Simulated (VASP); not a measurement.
# Al3Si2N3 in VASP: notebook, part 2 of 2

VASP 6.6.1. The steps go on from the part before.

## 3. Single point, PBE

Input file INCAR:

```
SYSTEM = Al3Si2N3
PREC = Accurate
ENCUT = 520
EDIFF = 1E-6
ISMEAR = 0
SIGMA = 0.2
LREAL = .FALSE.
LASPH = .TRUE.
NELM = 100
ALGO = Normal
ISIF = 2
LWAVE = .FALSE.
LCHARG = .FALSE.
GGA = PE
NBANDS = 26
```

Input file KPOINTS:

```
Automatic mesh
0
G
  6 6 2
  0 0 0
```

Input file POSCAR:

```
Al3Si2N3
1.0
    3.2365580406      0.0000000000      0.0000000000
   -1.6182790203      2.8029414840      0.0000000000
    0.0000000000      0.0000000000     11.1214363376
Al Si N
3 2 3
Direct
    0.3333333333      0.6666666667      0.5132495837
    0.3333333333      0.6666666667      0.9610214288
    0.6666666667      0.3333333333      0.7371226966
    0.3333333333      0.6666666667      0.1856581445
    0.6666666667      0.3333333333      0.2977139576
    0.6666666667      0.3333333333      0.4632301552
    0.6666666667      0.3333333333      0.9080653983
    0.3333333333      0.6666666667      0.6839386354
```

Potentials or basis: VASP PAW PBE potentials, release 64 (Al, Si, N).

Launch:

```
$ cat potpaw_PBE.64/Al/POTCAR potpaw_PBE.64/Si/POTCAR potpaw_PBE.64/N/POTCAR > POTCAR
$ mpirun -np 1 vasp_std > vasp.out
```

Run time: 23 s. Hardware: 1 thread of Intel Xeon 6975P-C (Granite Rapids), shared host; peak memory 0.21 GiB.

Results (log left out):

* Free energy: -53.2049 eV
* Pressure: 0.0 GPa
* Largest force: 0.226 eV/Å
* Band gap on the k mesh: zero (bands 16 and 17 overlap by 1.78 eV)

Forces in eV/Å, atoms in the order of the input:
```
Al   0.000  0.000  0.068
Al   0.000  0.000 -0.038
Al   0.000  0.000  0.001
Si   0.000  0.000 -0.212
Si   0.000  0.000  0.226
N    0.000  0.000 -0.059
N    0.000  0.000  0.012
N    0.000  0.000  0.001
```

Stress tensor (GPa, compression positive):
```
-0.37  0.00  0.00
 0.00 -0.37  0.00
 0.00  0.00  0.60
```

Levels at points of the mesh, in eV from the Fermi level:
| k point | band 13 | band 14 | band 15 | band 16 | band 17 | band 18 | band 19 | band 20 |
| --- | --- | --- | --- | --- | --- | --- | --- | --- |
| (0.00, 0.00, 0.00) | -3.92 | -3.62 | -1.04 | 1.23 | 1.23 | 1.43 | 1.90 | 2.82 |
| (0.50, 0.00, 0.00) | -5.12 | -4.57 | -3.65 | -1.37 | -0.46 | 0.63 | 1.29 | 1.90 |
| (0.00, 0.00, 0.50) | -3.92 | -3.92 | -0.32 | 0.78 | 1.23 | 1.23 | 1.85 | 3.21 |
| (0.50, 0.00, 0.50) | -5.04 | -4.56 | -3.59 | -1.37 | -0.55 | 0.42 | 1.50 | 1.77 |

Caveat: the k points lie up to 0.37 Å⁻¹ apart, too coarse for converged energies and pressures of a metal.

## 4. Single point, PBE

Input file INCAR:

```
PREC = Accurate ; ENCUT = 520
EDIFF = 1E-6 ; ISMEAR = 0
SIGMA = 0.2 ; LREAL = F
LASPH = T ; NELM = 80
ALGO = Normal ; ISIF = 2
LWAVE = F ; LCHARG = F
GGA = PE ; NBANDS = 26
```

Input file KPOINTS:

```
Automatic mesh
0
Gamma
  6 6 2
```

Input file POSCAR:

```
Al3Si2N3
1.0
    3.2246589383      0.0002374273     -0.0007974947
   -1.6121199473      2.7920769197      0.0016271376
   -0.0025001793      0.0039801206     11.1833907434
Al Si N
3 2 3
Direct
    0.3332825687      0.6670565231      0.5144163429
    0.3333737044      0.6661146944      0.9605462116
    0.6665536757      0.3332941202      0.7373709825
    0.3334815207      0.6667899171      0.1840463649
    0.6668453734      0.3333167441      0.2987907604
    0.6666218192      0.3337382227      0.4635557059
    0.6667434995      0.3329707086      0.9073679994
    0.3330978382      0.6667190700      0.6839056324
```

Launch:

```
$ cat potpaw_PBE.64/Al/POTCAR potpaw_PBE.64/Si/POTCAR potpaw_PBE.64/N/POTCAR > POTCAR
$ mpirun -np 1 vasp_std > vasp.out
```

Run time: 45 s. Hardware: 1 thread of Intel Xeon 6975P-C (Granite Rapids), shared host; peak memory 0.24 GiB.

It converged, with:

| Property | Result |
| --- | --- |
| Free energy | -53.2119 eV |
| Pressure | -0.2 GPa |
| Largest force | 0.023 eV/Å |
| Band gap on the k mesh | zero (bands 16 and 17 overlap by 2.05 eV) |

Forces on the atoms (eV/Å):
```
Al   0.001 -0.005 -0.023
Al   0.000  0.000  0.006
Al  -0.001  0.000  0.011
Si  -0.001  0.001  0.015
Si   0.000  0.001  0.002
N   -0.001  0.003 -0.022
N   -0.001  0.000 -0.011
N    0.004  0.000  0.023
```

Levels at points of the mesh, in eV from the Fermi level:
| k point | band 13 | band 14 | band 15 | band 16 | band 17 | band 18 | band 19 | band 20 |
| --- | --- | --- | --- | --- | --- | --- | --- | --- |
| (0.00, 0.00, 0.00) | -3.89 | -3.66 | -1.03 | 1.47 | 1.48 | 1.51 | 1.94 | 2.84 |
| (0.50, 0.00, 0.00) | -5.13 | -4.55 | -3.65 | -1.17 | -0.50 | 0.69 | 1.32 | 1.90 |
| (0.00, 0.50, 0.00) | -5.13 | -4.55 | -3.65 | -1.18 | -0.50 | 0.68 | 1.32 | 1.90 |
| (0.50, 0.50, 0.00) | -5.13 | -4.55 | -3.65 | -1.18 | -0.49 | 0.69 | 1.32 | 1.90 |
| (0.00, 0.00, 0.50) | -3.90 | -3.89 | -0.31 | 0.81 | 1.47 | 1.48 | 1.94 | 3.23 |
| (0.50, 0.00, 0.50) | -5.05 | -4.55 | -3.59 | -1.18 | -0.58 | 0.47 | 1.55 | 1.81 |
| (0.00, 0.50, 0.50) | -5.05 | -4.55 | -3.59 | -1.18 | -0.58 | 0.46 | 1.54 | 1.81 |
| (0.50, 0.50, 0.50) | -5.05 | -4.55 | -3.59 | -1.18 | -0.58 | 0.46 | 1.54 | 1.81 |

Caveat: the k points lie up to 0.38 Å⁻¹ apart, too coarse for converged energies and pressures of a metal.

## 5. Relaxation of cell and atoms, PBE

This run uses another cell than the first one, of 12.90 Å³/atom.

Input file INCAR:

```
SYSTEM = Al3Si2N3
  PREC = Accurate
  ENCUT = 600
  EDIFF = 1E-6
  ISMEAR = 0
  SIGMA = 0.2
  LREAL = .FALSE.
  LASPH = .TRUE.
  NELM = 60
  ALGO = Normal
  ISIF = 3
  LWAVE = .FALSE.
  LCHARG = .FALSE.
  GGA = PE
  IBRION = 2
  NSW = 36
  EDIFFG = -0.08
```

Input file KPOINTS:

```
regular mesh
0
G
  6 6 2
  0 0 0
```

Input file POSCAR:

```
Al3Si2N3
1.0
    3.3000000000      0.0000000000      0.0000000000
   -1.6500000000      2.8578838300      0.0000000000
    0.0000000000      0.0000000000     10.9400000000
Al Si N
3 2 3
Direct
    0.3333333300      0.6666666700      0.5000000000
    0.3333333300      0.6666666700      0.0000000000
    0.6666666700      0.3333333300      0.7500000000
    0.3333333300      0.6666666700      0.1875000000
    0.6666666700      0.3333333300      0.2500000000
    0.6666666700      0.3333333300      0.4375000000
    0.6666666700      0.3333333300      0.9375000000
    0.3333333300      0.6666666700      0.6875000000
```

Launch:

```
$ cat potpaw_PBE.64/Al/POTCAR potpaw_PBE.64/Si/POTCAR potpaw_PBE.64/N/POTCAR > POTCAR
$ mpirun -np 1 vasp_std > vasp.out
```

It took 5 min on 1 thread of Intel Xeon 6975P-C (Granite Rapids), shared host; peak memory 0.27 GiB.

Results (log left out):

* Free energy: -53.2187 eV
* Relaxed volume: 12.56 Å³/atom
* Relaxed cell: a = 3.221 Å, b = 3.221 Å, c = 11.182 Å, α = 90.00°, β = 90.00°, γ = 120.00°
* Space group after relaxing (to 0.1 Å): P3m1 (No. 156)
* Energy gained by relaxing: 415.6 meV/atom
* Ionic steps: 19
* Pressure after relaxing: 0.1 GPa
* Largest force after relaxing: 0.077 eV/Å
* Band gap on the k mesh: zero (bands 16 and 17 overlap by 2.06 eV)

Forces on the atoms (eV/Å):
```
Al   0.000  0.000  0.002
Al   0.000  0.000  0.003
Al   0.000  0.000 -0.012
Si   0.000  0.000 -0.068
Si   0.000  0.000  0.012
N    0.000  0.000 -0.048
N    0.000  0.000  0.035
N    0.000  0.000  0.077
```

Step by step:
| step | energy change (eV) | largest force (eV/Å) | pressure (GPa) | volume (Å³) |
| --- | --- | --- | --- | --- |
| 1 | 0.0000 | 7.8148 | 8.08 | 103.18 |
| 2 | -2.0040 | 3.0620 | -9.29 | 113.19 |
| 3 | -2.1198 | 2.3297 | -7.21 | 110.97 |
| 4 | -2.8081 | 2.8471 | -0.63 | 103.55 |
| 5 | -2.8205 | 3.0314 | 0.64 | 102.48 |
| 6 | -3.1274 | 1.6281 | 3.98 | 98.86 |
| 7 | -3.1374 | 1.5380 | 3.20 | 99.44 |
| 8 | -3.2660 | 0.5488 | -0.05 | 101.28 |
| 9 | -3.2710 | 0.6614 | -0.71 | 101.73 |
| 10 | -3.2955 | 0.2943 | -0.25 | 101.46 |
| 11 | -3.2968 | 0.2733 | -0.09 | 101.38 |
| 12 | -3.3071 | 0.1822 | -0.01 | 101.18 |
| 13 | -3.3081 | 0.2629 | 0.03 | 101.10 |
| 14 | -3.3186 | 0.2871 | -0.28 | 100.98 |
| 15 | -3.3207 | 0.2573 | -0.45 | 100.87 |
| 16 | -3.3211 | 0.2481 | -0.40 | 100.91 |
| 17 | -3.3237 | 0.2198 | 0.06 | 100.44 |
| 18 | -3.3241 | 0.1521 | -0.06 | 100.57 |
| 19 | -3.3250 | 0.0768 | 0.06 | 100.46 |

Final structure:
```xyz
8
Lattice="3.2209 0.0000 0.0000 -1.6105 2.7894 0.0000 0.0000 0.0000 11.1818" Properties=species:S:1:pos:R:3 pbc="T T T"
Al    0.0000    1.8596    5.7500
Al    0.0000    1.8596   10.7419
Al    1.6105    0.9298    8.2430
Si    0.0000    1.8596    2.0637
Si    1.6105    0.9298    3.3449
N     1.6105    0.9298    5.1851
N     1.6105    0.9298   10.1426
N     0.0000    1.8596    7.6423
```

Levels at points of the mesh, in eV from the Fermi level:
```
           k point  band 12  band 13  band 14  band 15  band 16  band 17  band 18  band 19  band 20  band 21
(0.00, 0.00, 0.00)    -3.88    -3.88    -3.67    -1.03     1.48     1.48     1.53     1.96     2.85     4.48
(0.50, 0.00, 0.00)    -5.25    -5.13    -4.55    -3.65    -1.18    -0.50     0.68     1.32     1.91     2.74
(0.00, 0.00, 0.50)    -4.35    -3.88    -3.88    -0.32     0.83     1.48     1.48     1.97     3.24     4.48
(0.50, 0.00, 0.50)    -5.26    -5.05    -4.54    -3.59    -1.19    -0.58     0.46     1.55     1.82     2.76
```

Caveat: the k points lie up to 0.38 Å⁻¹ apart in the final cell, too coarse for converged energies and pressures of a metal; the relaxation stopped at a loose force limit of 0.08 eV/Å, so its end isn't a converged minimum.

## 6. Summary

| task | cell | cutoff (eV) | gap on the mesh (eV) | pressure (GPa) | largest force (eV/Å) |
| --- | --- | --- | --- | --- | --- |
| single point | a = 3.228, b = 3.228, c = 11.167 Å, angles 90.0, 90.0, 120.0°, 8 atoms, atomic positions A | 520 | none | -0.3 | 0.05 |
| single point | a = 3.237, b = 3.237, c = 11.121 Å, angles 90.0, 90.0, 120.0°, 8 atoms, atomic positions B | 520 | none | 0.0 | 0.23 |
| single point | a = 3.225, b = 3.224, c = 11.183 Å, angles 89.9, 90.0, 120.0°, 8 atoms, atomic positions A | 520 | none | -0.2 | 0.02 |
| relaxation of cell and atoms | relaxed from a = 3.300, b = 3.300, c = 10.940 Å, angles 90.0, 90.0, 120.0°, 8 atoms, atomic positions C | 600 | none | 0.1 | 0.08 |

Alike in all rows: level PBE; potentials or basis VASP PAW PBE potentials, release 64 (Al, Si, N); no spin polarisation; k mesh 6 × 6 × 2; smearing gaussian 0.2 eV.

Caveats: all runs use coarse meshes; the relaxation stopped at a loose force limit of 0.08 eV/Å, so its end isn't a converged minimum (at least some runs).

Absolute energies hang on the potentials; compare differences alone.
